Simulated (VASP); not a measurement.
# Ti (P-3m1) in VASP: single point with PBEsol

Aim: the single point of Ti with PBEsol.

Program: VASP 6.6.1. These are calculated values, not measurements. Logs are shortened: lines on timing, memory, paths and dates and some standing lists are left out, and cuts for length are marked.

## (1) The cell of the first run

The structure is trigonal, space group P-3m1 (No. 164). Conventional cell: a = 2.871 Å, b = 2.871 Å, c = 14.814 Å, α = 90.00°, β = 90.00°, γ = 120.00°. Within 3.8 Å of Ti (site symmetry 3m) lie 12 Ti at 2.87 to 3.51 Å. Ti (site symmetry 3m) has 12 Ti at 2.87 Å within 3.8 Å. Within 3.8 Å of Ti (site symmetry 3m) lie 12 Ti at 2.87 Å.

## (2) Single point, PBEsol (the distance across one plane changed)

The input, INCAR:

```
ALGO = Fast
EDIFF = 1E-6
ENCUT = 520
GGA = PS
ISIF = 2
ISMEAR = 0
LASPH = True
LCHARG = True
LELF = True
LREAL = False
LVHAR = True
LWAVE = False
NBANDS = 45
NELM = 100
PREC = Accurate
SIGMA = 0.15
```

The input, KPOINTS:

```
k-points
0
Gamma
  19 19 4
```

The input, POSCAR:

```
Ti
1.0
    2.0300000000     -2.0300000000      0.0000000000
    2.0300000000      0.0000000000     -2.0300000000
    8.5530127019      8.5530127019      8.5530127019
Ti
6
Direct
    0.6666666667      0.6666666667      0.0790986003
    0.0000000000      0.0000000000      0.8702428325
    0.3333333333      0.3333333333      0.2373274468
    0.6666666667      0.6666666667      0.5537851396
    0.0000000000      0.0000000000      0.3955562932
    0.3333333333      0.3333333333      0.7120139861
```

Potentials or basis: VASP PAW PBE potentials, release 64 (Ti_sv).

Started as:

```console
> cat potpaw_PBE.64/Ti_sv/POTCAR > POTCAR
> mpirun -np 1 vasp_std > vasp.out
```

OUTCAR:

```text
EDIFF = 1E-6
   ENCUT = 520
   GGA = PS
   ISIF = 2
   ISMEAR = 0
   LASPH = True
   LREAL = False
   NELM = 100
   PREC = Accurate

 ion  position               nearest neighbor table
   1  0.667  0.667  0.079-   3 2.87   3 2.87   3 2.87
   2  0.000  0.000  0.870-   6 2.87   6 2.87   6 2.87
   3  0.333  0.333  0.237-   5 2.87   5 2.87   5 2.87   1 2.87   1 2.87   1 2.87
   4  0.667  0.667  0.554-   5 2.87   5 2.87   5 2.87   6 2.87   6 2.87   6 2.87
   5  0.000  0.000  0.396-   3 2.87   4 2.87   4 2.87   4 2.87   3 2.87   3 2.87
   6  0.333  0.333  0.712-   2 2.87   2 2.87   2 2.87   4 2.87   4 2.87   4 2.87

  LATTYP: Found a hexagonal cell.
 ALAT       =     2.8708535316
 C/A-ratio  =     5.1602258333

  Lattice vectors:

 A1 = (  -2.0300000000,   0.0000000000,   2.0300000000)
 A2 = (   2.0300000000,  -2.0300000000,   0.0000000000)
 A3 = (   8.5530127019,   8.5530127019,   8.5530127019)

Analysis of symmetry for initial positions (statically):
=====================================================================
 Subroutine PRICEL returns:
 Original cell was already a primitive cell.

 Routine SETGRP: Setting up the symmetry group for a
 hexagonal supercell.

 Subroutine GETGRP returns: Found 12 space group operations
 (whereof  6 operations were pure point group operations)
 out of a pool of 24 trial point group operations.

The static configuration has the point symmetry C_3v.
 The point group associated with its full space group is D_3d.

Analysis of symmetry for dynamics (positions and initial velocities):
=====================================================================
 Subroutine PRICEL returns:
 Original cell was already a primitive cell.

 Routine SETGRP: Setting up the symmetry group for a
 hexagonal supercell.

 Subroutine GETGRP returns: Found 12 space group operations
 (whereof  6 operations were pure point group operations)
 out of a pool of 24 trial point group operations.

The dynamic configuration has the point symmetry C_3v.
 The point group associated with its full space group is D_3d.

 Subroutine INISYM returns: Found 12 space group operations
 (whereof  6 operations are pure point group operations),
 and found     1 'primitive' translations

----------------------------------------------------------------------------------------

                                     Primitive cell

  volume of cell :     105.7383

  direct lattice vectors                    reciprocal lattice vectors
     2.030000000 -2.030000000  0.000000000     0.164203612 -0.328407225  0.164203612
     2.030000000  0.000000000 -2.030000000     0.164203612  0.164203612 -0.328407225
     8.553012702  8.553012702  8.553012702     0.038972622  0.038972622  0.038972622

  length of vectors
     2.870853532  2.870853532 14.814252557     0.402215064  0.402215064  0.067502562

  position of ions in fractional coordinates (direct lattice)
     0.666666667  0.666666667  0.079098600
     0.000000000  0.000000000  0.870242832
     0.333333333  0.333333333  0.237327447
     0.666666667  0.666666667  0.553785140
     0.000000000  0.000000000  0.395556293
     0.333333333  0.333333333  0.712013986

  ion indices of the primitive-cell ions
   primitive index   ion index
                 1           1
                 2           2
                 3           3
                 4           4
                 5           5
                 6           6

----------------------------------------------------------------------------------------

 KPOINTS: k-points

Automatic generation of k-mesh.
 Grid dimensions read from file:
 generate k-points for:   19   19    4

 Generating k-lattice:

  Cartesian coordinates                     Fractional coordinates (reciprocal lattice)
     0.008642295 -0.017284591  0.008642295     0.052631579  0.000000000  0.000000000
     0.008642295  0.008642295 -0.017284591     0.000000000  0.052631579  0.000000000
     0.009743156  0.009743156  0.009743156     0.000000000  0.000000000  0.250000000

  Length of vectors
     0.021169214  0.021169214  0.016875640

  Shift w.r.t. Gamma in fractional coordinates (k-lattice)
     0.000000000  0.000000000  0.000000000

 Subroutine IBZKPT returns following result:
 ===========================================

 Found    150 irreducible k-points:

 Following reciprocal coordinates:
            Coordinates               Weight
  0.000000  0.000000  0.000000      1.000000
  0.052632  0.000000  0.000000      6.000000
  0.105263  0.000000  0.000000      6.000000
  0.157895  0.000000  0.000000      6.000000
  0.210526  0.000000  0.000000      6.000000
  0.263158  0.000000  0.000000      6.000000
[... 16 lines left out ...]
  0.368421  0.105263  0.000000     12.000000
  0.421053  0.105263  0.000000     12.000000
 [... further k-points ...]
   k-points           NKPTS =    150   k-points in BZ     NKDIM =    150   number of bands    NBANDS=     45
   number of dos      NEDOS =    301   number of ions     NIONS =      6
   total plane-waves  NPLWV =  64512
   dimension x,y,z NGX =    24 NGY =   24 NGZ =  112
   dimension x,y,z NGXF=    48 NGYF=   48 NGZF=  224
   ions per type =               6
   NGX,Y,Z   is equivalent  to a cutoff of  13.90, 13.90, 12.57 a.u.
   NGXF,Y,Z  is equivalent  to a cutoff of  27.80, 27.80, 25.14 a.u.
 SYSTEM =  unknown system
   PREC   = accura    normal or accurate (medium, high low for compatibility)
   ISTART =      0    job   : 0-new  1-cont  2-samecut
   ICHARG =      2    charge: 1-file 2-atom 10-const
   ISPIN  =      1    spin polarized calculation?
   LNONCOLLINEAR =      F non collinear calculations
   LSORBIT =      F    spin-orbit coupling
   LASPH  =      T    aspherical Exc in radial PAW
   ENCUT  =  520.0 eV  38.22 Ry    6.18 a.u.   5.34  5.34 27.54*2*pi/ulx,y,z
   NELM   =    100;   NELMIN=  2; NELMDL= -5     # of ELM steps
   EDIFF  = 0.1E-05   stopping-criterion for ELM
   LREAL  =      F    real-space projection
   EDIFFG = 0.1E-04   stopping-criterion for IOM
   NSW    =      0    number of steps for IOM
   IBRION =     -1    ionic relax: 0-MD 1-quasi-New 2-CG
   NFREE  =      0    steps in history (QN), initial steepest desc. (CG)
   ISIF   =      2    stress and relaxation
   ISYM   =      2    0-nonsym 1-usesym 2-fastsym
   POTIM  = 0.5000    time-step for ionic-motion
   TEBEG  =    0.0;   TEEND  =   0.0 temperature during run
   PSTRESS=    0.0 pullay stress
   NELECT =      72.0000    total number of electrons
   NUPDOWN=      -1.0000    fix difference up-down
   EMIN   =  10.00;   EMAX   =-10.00  energy-range for DOS
   EFERMI =   0.00;   METHOD = LEGACY
   ISMEAR =     0;   SIGMA  =   0.15  broadening in eV -4-tet -1-fermi 0-gaus
   EFERMI_NEDOS =   21; number of points for ismear=-14 and -15
   IALGO  =     68    algorithm
   IMIX   =      4    mixing-type and parameters
     AMIX     =   0.40;   BMIX     =  1.00
     AMIX_MAG =   1.60;   BMIX_MAG =  1.00
  volume/ion in A,a.u.               =      17.62       118.93
  Fermi-wavevector in a.u.,A,eV,Ry     =   1.440262  2.721701 28.223310  2.074355
  Thomas-Fermi vector in A             =   2.559026
   LORBIT       =      0    0 simple, 1 ext, 2 COOP (PROOUT), +10 PAW based schemes
   GGA     = PS    functional components
   LHFCALC =     F    Hartree Fock is set to
   AEXX    =    0.0000 exact exchange contribution
   IVDW    =     0    specifies the selected vdW correction
   LEPSILON=     F    determine dielectric tensor
   LRPA    =     F    only Hartree local field effects (RPA)
 non-spin polarized calculation
 RMM-DIIS sequential band-by-band and
 Gauss-broadening in eV      SIGMA  =   0.15
  energy-cutoff  :      520.00
  volume of cell :      105.74
 maximum number of plane-waves:      2900
 NGX is ok and might be reduce to    24
   NGX = 11   NGY = 11   NGZ = 55

 number of electron      72.0000007 magnetization

 Free energy of the ion-electron system (eV)
  ---------------------------------------------------
  ext. energy  EPLUGINS =         0.00000000
  ---------------------------------------------------
  free energy    TOTEN  =       -49.28599157 eV

  energy without entropy =      -49.17094147  energy(sigma->0) =      -49.22846652

 E-fermi :   7.9547     XC(G=0): -11.5320

 val. band max:        7.9530817911   @ k =   0.2105   0.3684   0.2500
 cond. band min:       7.9553118168   @ k =   0.2632   0.3158   0.2500
 fundamental gap:      0.0022300256
 Fermi energy:         7.9546574119

 k-point     1 :       0.0000    0.0000    0.0000
  band No.  band energies     occupation
      1     -48.6522      2.00000
      2     -48.6469      2.00000
      3     -48.4527      2.00000
      4     -48.4351      2.00000
      5     -48.3806      2.00000
      6     -48.3255      2.00000
[... 37 lines left out ...]
     44       9.0479      0.00000
     45       9.0602      0.00000

 k-point     2 :       0.0526    0.0000    0.0000
  band No.  band energies     occupation
      1     -48.6495      2.00000
      2     -48.6443      2.00000
      3     -48.4496      2.00000
      4     -48.4324      2.00000
      5     -48.3782      2.00000
      6     -48.3236      2.00000
[... 37 lines left out ...]
     44       9.0589      0.00000
     45       9.0975      0.00000

 k-point     3 :       0.1053    0.0000    0.0000
  band No.  band energies     occupation
      1     -48.6416      2.00000
      2     -48.6366      2.00000
      3     -48.4406      2.00000
      4     -48.4247      2.00000
      5     -48.3714      2.00000
      6     -48.3181      2.00000
[... 37 lines left out ...]
     44       9.0952      0.00000
     45       9.2357      0.00000

 k-point     4 :       0.1579    0.0000    0.0000
  band No.  band energies     occupation
      1     -48.6294      2.00000
      2     -48.6246      2.00000
      3     -48.4266      2.00000
      4     -48.4126      2.00000
      5     -48.3608      2.00000
      6     -48.3098      2.00000
[... 901 lines left out ...]
     44       9.4611      0.00000
     45       9.6700      0.00000

 k-point    23 :       0.3684    0.1053    0.0000
  band No.  band energies     occupation
      1     -48.5768      2.00000
      2     -48.5737      2.00000
      3     -48.3654      2.00000
      4     -48.3602      2.00000
      5     -48.3143      2.00000
      6     -48.2772      2.00000
[... 37 lines left out ...]
     44       9.4161      0.00000
     45       9.7763      0.00000

 k-point    24 :       0.4211    0.1053    0.0000
  band No.  band energies     occupation
      1     -48.5633      2.00000
      2     -48.5608      2.00000
      3     -48.3496      2.00000
      4     -48.3466      2.00000
      5     -48.3015      2.00000
      6     -48.2704      2.00000
[... 37 lines left out ...]
     44       9.3383      0.00000
     45       9.7280      0.00000

 [... further k-points ...]

------------------------ aborting loop because EDIFF is reached ----------------------------------------

  FORCE on cell =-STRESS in cart. coord.  units (eV):
  Direction    XX          YY          ZZ          XY          YZ          ZX
  --------------------------------------------------------------------------------------
  -------------------------------------------------------------------------------------
  Total       -2.5192544     -2.5192544     -2.5192544     -0.9499899     -0.9499899     -0.9499899
  in kB      -38.1724605    -38.1724605    -38.1724605    -14.3945176    -14.3945176    -14.3945176
  external PRESSURE =     -38.1724605 kB  Pullay stress =       0.0000000 kB

 VOLUME and BASIS-vectors are now :
 -----------------------------------------------------------------------------
  energy-cutoff  :      520.00
  volume of cell :      105.74
      direct lattice vectors                 reciprocal lattice vectors
     2.030000000 -2.030000000  0.000000000     0.164203612 -0.328407225  0.164203612
     2.030000000  0.000000000 -2.030000000     0.164203612  0.164203612 -0.328407225
     8.553012702  8.553012702  8.553012702     0.038972622  0.038972622  0.038972622

 POSITION                                       TOTAL-FORCE (eV/Angst)
 -----------------------------------------------------------------------------------
      3.38320     -0.67680     -0.67680        -0.405524     -0.405524     -0.405524
      7.44320      7.44320      7.44320         0.405524      0.405524      0.405524
      3.38320      1.35320      1.35320        -0.118500     -0.118500     -0.118500
      7.44320      3.38320      3.38320         0.025122      0.025122      0.025122
      3.38320      3.38320      3.38320        -0.025122     -0.025122     -0.025122
      7.44320      5.41320      5.41320         0.118500      0.118500      0.118500
 -----------------------------------------------------------------------------------
    total drift:                                0.000012      0.000012      0.000012

  FREE ENERGIE OF THE ION-ELECTRON SYSTEM (eV)
  ---------------------------------------------------
  free  energy   TOTEN  =       -49.2859915745 eV

  energy  without entropy=      -49.1709414710  energy(sigma->0) =      -49.22846652
```

Run time: 47 min. Hardware: 1 thread of Oxide Virtual Turin-like, shared host; peak memory 0.56 GiB.

Results:

- Free energy: -49.2860 eV
- Pressure: -3.8 GPa
- Largest force: 0.702 eV/Å
- Band gap on the k mesh: zero (bands 36 and 37 overlap by 1.17 eV)

Forces in eV/Å, atoms in the order of the input:
```
Ti  -0.406 -0.406 -0.406
Ti   0.406  0.406  0.406
Ti  -0.118 -0.118 -0.118
Ti   0.025  0.025  0.025
Ti  -0.025 -0.025 -0.025
Ti   0.118  0.118  0.118
```

Caveat: the cell differs from its parent crystal (the distance across one plane changed); the cell stands under tension; the PAW data sets were made with another functional, which shifts forces and pressure a little.
